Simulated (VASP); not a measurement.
# HgTe (Coloradoite) (F-43m) in VASP: a series of runs, part 2 of 2

VASP 6.6.1.

### 4 Relaxation of cell and atoms, PBE

This run uses another cell than the first one, of 33.22 Å³/atom, 0.861 times its volume.

Contents of INCAR:

```
SYSTEM = HgTe
ALGO = Normal
EDIFF = 1E-6
EDIFFG = -0.01
ENCUT = 600
GGA = PE
IBRION = 2
ISIF = 3
ISMEAR = -1
LASPH = .TRUE.
LCHARG = .FALSE.
LREAL = .FALSE.
LWAVE = .FALSE.
NELM = 60
NSW = 80
PREC = Accurate
SIGMA = 0.05
```

Contents of KPOINTS:

```
k-points
0
G
  7 7 7
  0 0 0
```

Contents of POSCAR:

```
HgTe
1.0
    0.0000000000      3.2145000000      3.2145000000
    3.2145000000      0.0000000000      3.2145000000
    3.2145000000      3.2145000000      0.0000000000
Hg Te
1 1
Direct
    0.0000000000      0.0000000000      0.0000000000
    0.7500000000      0.7500000000      0.7500000000
```

Potentials or basis: VASP PAW PBE potentials, release 64 (Hg, Te).

On the command line:

```sh
$ cat potpaw_PBE.64/Hg/POTCAR potpaw_PBE.64/Te/POTCAR > POTCAR
$ mpirun -np 1 vasp_std > vasp.out
```

OUTCAR:

```text
SYSTEM = HgTe
   EDIFF = 1E-6
   EDIFFG = -0.01
   ENCUT = 600
   GGA = PE
   IBRION = 2
   ISIF = 3
   ISMEAR = -1
   LASPH = .TRUE.
   LREAL = .FALSE.
   NELM = 60
   NSW = 80
   PREC = Accurate

 ion  position               nearest neighbor table
   1  0.000  0.000  0.000-   2 2.78   2 2.78   2 2.78   2 2.78
   2  0.750  0.750  0.750-   1 2.78   1 2.78   1 2.78   1 2.78

  LATTYP: Found a face centered cubic cell.
 ALAT       =     6.4290000000

  Lattice vectors:

 A1 = (   0.0000000000,   3.2145000000,   3.2145000000)
 A2 = (   3.2145000000,   0.0000000000,   3.2145000000)
 A3 = (   3.2145000000,   3.2145000000,   0.0000000000)

Analysis of symmetry for initial positions (statically):
=====================================================================
 Subroutine PRICEL returns:
 Original cell was already a primitive cell.

 Routine SETGRP: Setting up the symmetry group for a
 face centered cubic supercell.

 Subroutine GETGRP returns: Found 24 space group operations
 (whereof 24 operations were pure point group operations)
 out of a pool of 48 trial point group operations.

The static configuration has the point symmetry T_d .

Analysis of symmetry for dynamics (positions and initial velocities):
=====================================================================
 Subroutine PRICEL returns:
 Original cell was already a primitive cell.

 Routine SETGRP: Setting up the symmetry group for a
 face centered cubic supercell.

 Subroutine GETGRP returns: Found 24 space group operations
 (whereof 24 operations were pure point group operations)
 out of a pool of 48 trial point group operations.

The dynamic configuration has the point symmetry T_d .

 Subroutine INISYM returns: Found 24 space group operations
 (whereof 24 operations are pure point group operations),
 and found     1 'primitive' translations

----------------------------------------------------------------------------------------

                                     Primitive cell

  volume of cell :      66.4309

[... 97 lines left out ...]
   EFERMI =   0.00;   METHOD = LEGACY
   ISMEAR =    -1;   SIGMA  =   0.05  broadening in eV -4-tet -1-fermi 0-gaus
   EFERMI_NEDOS =   21; number of points for ismear=-14 and -15
   IALGO  =     38    algorithm
   IMIX   =      4    mixing-type and parameters
     AMIX     =   0.40;   BMIX     =  1.00
     AMIX_MAG =   1.60;   BMIX_MAG =  1.00
  volume/ion in A,a.u.               =      33.22       224.15
  Fermi-wavevector in a.u.,A,eV,Ry     =   1.059357  2.001894 15.268958  1.122237
  Thomas-Fermi vector in A             =   2.194699
   LORBIT       =      0    0 simple, 1 ext, 2 COOP (PROOUT), +10 PAW based schemes
   GGA     = PE    functional components
   LHFCALC =     F    Hartree Fock is set to
   AEXX    =    0.0000 exact exchange contribution
   IVDW    =     0    specifies the selected vdW correction
   LEPSILON=     F    determine dielectric tensor
   LRPA    =     F    only Hartree local field effects (RPA)
 conjugate gradient relaxation of ions
 non-spin polarized calculation
  energy-cutoff  :      600.00
  volume of cell :       66.43
 maximum number of plane-waves:      2239
   NGX = 19   NGY = 19   NGZ = 19

--------------------------------------- Ionic step        1  -------------------------------------------

 number of electron      18.0000000 magnetization

 Free energy of the ion-electron system (eV)
  ---------------------------------------------------
  ext. energy  EPLUGINS =         0.00000000
  ---------------------------------------------------
  free energy    TOTEN  =        -3.55183495 eV

  energy without entropy =       -3.55114813  energy(sigma->0) =       -3.55149154

------------------------ aborting loop because EDIFF is reached ----------------------------------------

  FORCE on cell =-STRESS in cart. coord.  units (eV):
  Direction    XX          YY          ZZ          XY          YZ          ZX
  --------------------------------------------------------------------------------------
  -------------------------------------------------------------------------------------
  Total        1.9314958      1.9314958      1.9314958     -0.0000000     -0.0000000      0.0000000
  in kB       46.5837080     46.5837080     46.5837080     -0.0000000     -0.0000000      0.0000000
  external PRESSURE =      46.5837080 kB  Pullay stress =       0.0000000 kB
[... 59 lines left out ...]
--------------------------------------- Ionic step        3  -------------------------------------------

 number of electron      17.9999998 magnetization

 Free energy of the ion-electron system (eV)
  ---------------------------------------------------
  ext. energy  EPLUGINS =         0.00000000
  ---------------------------------------------------
  free energy    TOTEN  =        -3.64702787 eV

  energy without entropy =       -3.64621339  energy(sigma->0) =       -3.64662063

 E-fermi :   2.2700     XC(G=0):  -8.3492

 val. band max:        2.2214198094   @ k =   0.0000   0.0000   0.0000
 cond. band min:       2.8554722639   @ k =   0.1429   0.0000   0.0000
 fundamental gap:      0.6340524545
 Fermi energy:         2.2700016129

 k-point     1 :       0.0000    0.0000    0.0000
  band No.  band energies     occupation
      1      -9.1817      2.00000
      2      -4.6648      2.00000
      3      -4.6648      2.00000
      4      -4.6648      2.00000
      5      -4.2347      2.00000
      6      -4.2347      2.00000
      7       1.2931      2.00000
      8       2.2214      1.45089
      9       2.2214      1.45089
     10       2.2214      1.45089
     11       6.5953      0.00000
     12       6.5953      0.00000
     13       6.5953      0.00000
[... 331 lines left out ...]
  FREE ENERGIE OF THE ION-ELECTRON SYSTEM (eV)
  ---------------------------------------------------
  free  energy   TOTEN  =        -3.6470278750 eV

  energy  without entropy=       -3.6462133874  energy(sigma->0) =       -3.64662063

 reached required accuracy - stopping structural energy minimisation
```

CONTCAR:

```text
HgTe
   1.00000000000000
    -0.0000000000000000    3.3271803613108277    3.3271803613108277
     3.3271803613108277   -0.0000000000000000    3.3271803613108277
     3.3271803613108277    3.3271803613108277    0.0000000000000000
  Hg              Te
     1     1
Direct
     0.0000000000000000    0.0000000000000000    0.0000000000000000
     0.7500000000000000    0.7500000000000000    0.7500000000000000

  0.00000000E+00  0.00000000E+00  0.00000000E+00
  0.00000000E+00  0.00000000E+00  0.00000000E+00
```

It took 71 s on 1 thread of Intel Xeon 8259CL, shared host; peak memory 0.23 GiB.

Results:

* Free energy: -3.6470 eV
* Relaxed volume: 36.83 Å³/atom
* Relaxed cell: a = 4.705 Å, b = 4.705 Å, c = 4.705 Å, α = 60.00°, β = 60.00°, γ = 60.00°
* Space group after relaxing (to 0.05 Å): F-43m (No. 216)
* Energy gained by relaxing: 47.6 meV/atom
* Ionic steps: 3
* Pressure after relaxing: 0.0 GPa
* Band gap on the k mesh: zero (filled and empty bands touch)

Step by step:
| step | energy change (eV) | largest force (eV/Å) | pressure (GPa) | volume (Å³) |
| --- | --- | --- | --- | --- |
| 1 | 0.0000 | 0.0000 | 4.66 | 66.43 |
| 2 | -0.0870 | 0.0000 | -1.03 | 76.16 |
| 3 | -0.0952 | 0.0000 | 0.02 | 73.66 |

Final structure:
```
CELL_PARAMETERS angstrom
0.00000 3.32718 3.32718
3.32718 0.00000 3.32718
3.32718 3.32718 0.00000
ATOMIC_POSITIONS crystal
Hg 0.00000 0.00000 0.00000
Te 0.75000 0.75000 0.75000
```

Caveat: spin-orbit coupling is left out, which moves the levels of the heavy elements; the volume moved by +11 % from the deposited cell, more than functionals usually miss.

### 5 Relaxation of cell and atoms, RPBE

This run uses another cell than the first one, of 33.22 Å³/atom, 0.861 times its volume.

Contents of INCAR:

```
SYSTEM = HgTe
ALGO = Normal
EDIFF = 1E-7
EDIFFG = -0.005
ENCUT = 600
GGA = RP
IBRION = 2
ISIF = 3
ISMEAR = -1
LASPH = .TRUE.
LCHARG = .FALSE.
LREAL = .FALSE.
LWAVE = .FALSE.
NELM = 80
NSW = 80
PREC = Accurate
SIGMA = 0.05
```

KPOINTS is that of step 4.

POSCAR is that of step 4.

Potentials or basis: VASP PAW PBE potentials, release 64 (Hg, Te).

On the command line:

```sh
$ cat potpaw_PBE.64/Hg/POTCAR potpaw_PBE.64/Te/POTCAR > POTCAR
$ mpirun -np 1 vasp_std > vasp.out
```

OUTCAR:

```text
SYSTEM = HgTe
   EDIFF = 1E-7
   EDIFFG = -0.005
   ENCUT = 600
   GGA = RP
   IBRION = 2
   ISIF = 3
   ISMEAR = -1
   LASPH = .TRUE.
   LREAL = .FALSE.
   NELM = 80
   NSW = 80
   PREC = Accurate

 ion  position               nearest neighbor table
   1  0.000  0.000  0.000-   2 2.78   2 2.78   2 2.78   2 2.78
   2  0.750  0.750  0.750-   1 2.78   1 2.78   1 2.78   1 2.78

  LATTYP: Found a face centered cubic cell.
 ALAT       =     6.4290000000

  Lattice vectors:

 A1 = (   0.0000000000,   3.2145000000,   3.2145000000)
 A2 = (   3.2145000000,   0.0000000000,   3.2145000000)
 A3 = (   3.2145000000,   3.2145000000,   0.0000000000)

Analysis of symmetry for initial positions (statically):
=====================================================================
 Subroutine PRICEL returns:
 Original cell was already a primitive cell.

[... 173 lines left out ...]
  in kB       63.8553886     63.8553886     63.8553886     -0.0000000      0.0000000     -0.0000000
  external PRESSURE =      63.8553886 kB  Pullay stress =       0.0000000 kB
[... 131 lines left out ...]
--------------------------------------- Ionic step        5  -------------------------------------------

 number of electron      18.0000000 magnetization

 Free energy of the ion-electron system (eV)
  ---------------------------------------------------
  ext. energy  EPLUGINS =         0.00000000
  ---------------------------------------------------
  free energy    TOTEN  =        -2.96635896 eV

  energy without entropy =       -2.96547081  energy(sigma->0) =       -2.96591488

 E-fermi :   1.9561     XC(G=0):  -7.8943

 val. band max:        1.9018117508   @ k =   0.0000   0.0000   0.0000
 cond. band min:       2.5260373525   @ k =   0.1429   0.0000   0.0000
 fundamental gap:      0.6242256018
 Fermi energy:         1.9561137366

 k-point     1 :       0.0000    0.0000    0.0000
  band No.  band energies     occupation
      1      -9.1812      2.00000
      2      -4.7700      2.00000
      3      -4.7700      2.00000
      4      -4.7700      2.00000
      5      -4.3924      2.00000
      6      -4.3924      2.00000
      7       0.9687      2.00000
      8       1.9018      1.49527
      9       1.9018      1.49527
     10       1.9018      1.49527
     11       6.3993      0.00000
     12       6.3993      0.00000
     13       6.3993      0.00000
[... 331 lines left out ...]
  FREE ENERGIE OF THE ION-ELECTRON SYSTEM (eV)
  ---------------------------------------------------
  free  energy   TOTEN  =        -2.9663589563 eV

  energy  without entropy=       -2.9654708102  energy(sigma->0) =       -2.96591488

 reached required accuracy - stopping structural energy minimisation
```

OSZICAR:

```text
N       E                     dE             d eps       ncg     rms          rms(c)
DAV:   1     0.117193725993E+03    0.11719E+03   -0.89069E+03   520   0.135E+03
DAV:   2     0.188943111745E+01   -0.11530E+03   -0.10924E+03   550   0.282E+02
DAV:   3    -0.292249885222E+01   -0.48119E+01   -0.47821E+01   650   0.600E+01
[... 51 lines left out ...]
DAV:   3    -0.296636074092E+01    0.25465E-04   -0.70844E-05   530   0.809E-02    0.386E-02
DAV:   4    -0.296635862710E+01    0.21138E-05   -0.80509E-06   550   0.211E-02    0.655E-03
DAV:   5    -0.296635875903E+01   -0.13192E-06   -0.13552E-06   573   0.137E-02    0.553E-03
DAV:   6    -0.296635898946E+01   -0.23044E-06   -0.26779E-07   539   0.533E-03    0.168E-03
DAV:   7    -0.296635895631E+01    0.33154E-07   -0.66079E-08   310   0.312E-03
   5 F= -.29663590E+01 E0= -.29659149E+01  d E =-.139234E-04
```

CONTCAR:

```text
HgTe
   1.00000000000000
     0.0000000000000000    3.3801052378597802    3.3801052378597802
     3.3801052378597802   -0.0000000000000000    3.3801052378597802
     3.3801052378597802    3.3801052378597802   -0.0000000000000000
  Hg              Te
     1     1
Direct
     1.0000000000000000    1.0000000000000000    1.0000000000000000
     0.7500000000000000    0.7500000000000000    0.7500000000000000

  0.00000000E+00  0.00000000E+00  0.00000000E+00
  0.00000000E+00  0.00000000E+00  0.00000000E+00
```

Wall time 2.3 min (1 thread of Intel Xeon 8259CL, shared host); peak memory 0.23 GiB.

Results:

```
Free energy                            : -2.9664 eV
Relaxed volume                         : 38.62 Å³/atom
Relaxed cell                           : a = 4.780 Å, b = 4.780 Å, c = 4.780 Å, α = 60.00°, β = 60.00°, γ = 60.00°
Space group after relaxing (to 0.05 Å) : F-43m (No. 216)
Energy gained by relaxing              : 92.0 meV/atom
Ionic steps                            : 5
Pressure after relaxing                : 0.0 GPa
Band gap on the k mesh                 : zero (filled and empty bands touch)
```

Step by step:
```tsv
step	energy change (eV)	largest force (eV/Å)	pressure (GPa)	volume (Å³)
1	0.0000	0.0000	6.39	66.43
2	-0.1759	0.0000	-0.91	79.99
3	-0.1841	0.0000	0.04	77.11
4	-0.1841	0.0000	-0.04	77.34
5	-0.1841	0.0000	0.00	77.24
```

Final structure:
```
Hg Te
1.0
     0.00000    3.38011    3.38011
     3.38011    0.00000    3.38011
     3.38011    3.38011    0.00000
Hg Te
1 1
Cartesian
  6.7602 6.7602 6.7602
  5.0702 5.0702 5.0702
```

Caveat: the volume moved by over 15 % at a fixed basis, so the end points are rough; the PAW data sets were made with another functional, which shifts forces and pressure a little; spin-orbit coupling is left out, which moves the levels of the heavy elements; the volume moved by +16 % from the deposited cell, more than functionals usually miss. Zero-point motion and thermal expansion aren't in these numbers.

### 6 The runs side by side

```csv
task,level,potentials or basis,cell,cutoff (eV),gap on the mesh (eV),pressure (GPa),relaxed volume (Å³/atom)
single point,RPBE,"VASP PAW PBE potentials, release 64 (Hg, Te)","a = 4.779 Å, angles 60.0°, 2 atoms",520,none,0.0,-
relaxation of cell and atoms,LDA,"VASP PAW LDA potentials, release 64 (Hg, Te)","relaxed from a = 4.546 Å, angles 60.0°, 2 atoms",600,none,0.0,33.53
relaxation of cell and atoms,PBE,"VASP PAW PBE potentials, release 64 (Hg, Te)","relaxed from a = 4.546 Å, angles 60.0°, 2 atoms",600,none,0.0,36.83
relaxation of cell and atoms,RPBE,"VASP PAW PBE potentials, release 64 (Hg, Te)","relaxed from a = 4.546 Å, angles 60.0°, 2 atoms",600,none,0.0,38.62
```

Alike in all rows: no spin polarisation; k mesh 7 × 7 × 7; smearing fermi-dirac 0.05 eV.

Caveats: spin-orbit coupling is left out, which moves the levels of the heavy elements; the PAW data sets were made with another functional, which shifts forces and pressure a little (some runs); the volume moved by +11 % from the deposited cell, more than functionals usually miss (some runs); the volume moved by over 15 % at a fixed basis, so the end points are rough (some runs); the volume moved by +16 % from the deposited cell, more than functionals usually miss (some runs).

Total energies depend on the potentials used, so only differences within one code and one set of settings carry meaning.
